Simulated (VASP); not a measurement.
# B: single point with PBEsol

B:

```
CELL_PARAMETERS angstrom
0.00000 1.72548 1.72548
1.72548 0.00000 1.72548
1.72548 1.72548 0.00000
ATOMIC_POSITIONS crystal
B 0.87500 0.87500 0.87500
B 0.12500 0.12500 0.12500
```

```json
{"Program": "VASP 6.6.1", "Task": "single point", "Functional": "PBEsol", "Potentials or basis": "VASP PAW PBE potentials, release 64 (B)", "Cutoff": "520 eV", "k mesh": "18 × 18 × 18", "Occupations": "fermi-dirac, width 0.1 eV", "Spin": "no spin polarisation", "Dipole correction": "no", "Further INCAR settings": "ALGO = Normal; EDIFF = 1e-06; NBANDS = 10"}
```

- Pressure: 191.1 GPa
- Band gap on the k mesh: zero (band 3 reaches 14.13 eV, above the bottom of band 4 at 3.11 eV)

Levels at points of the mesh, in eV from the Fermi level:
| k point | band 1 | band 2 | band 3 | band 4 | band 5 | band 6 | band 7 |
| --- | --- | --- | --- | --- | --- | --- | --- |
| (0.00, 0.00, 0.00) | -16.86 | 5.98 | 5.98 | 5.98 | 10.98 | 10.98 | 10.98 |
| (0.50, 0.00, 0.00) | -10.45 | -9.23 | 2.47 | 2.47 | 13.29 | 13.29 | 19.39 |
| (0.50, 0.50, 0.00) | -7.47 | -7.47 | -2.18 | -2.18 | 9.75 | 9.75 | 26.89 |

Run time: 14 s on 1 thread of Intel Xeon 6975P-C (shared host), peak memory 0.13 GiB.

Caveat: the PAW data sets were made with another functional, which shifts forces and pressure a little.
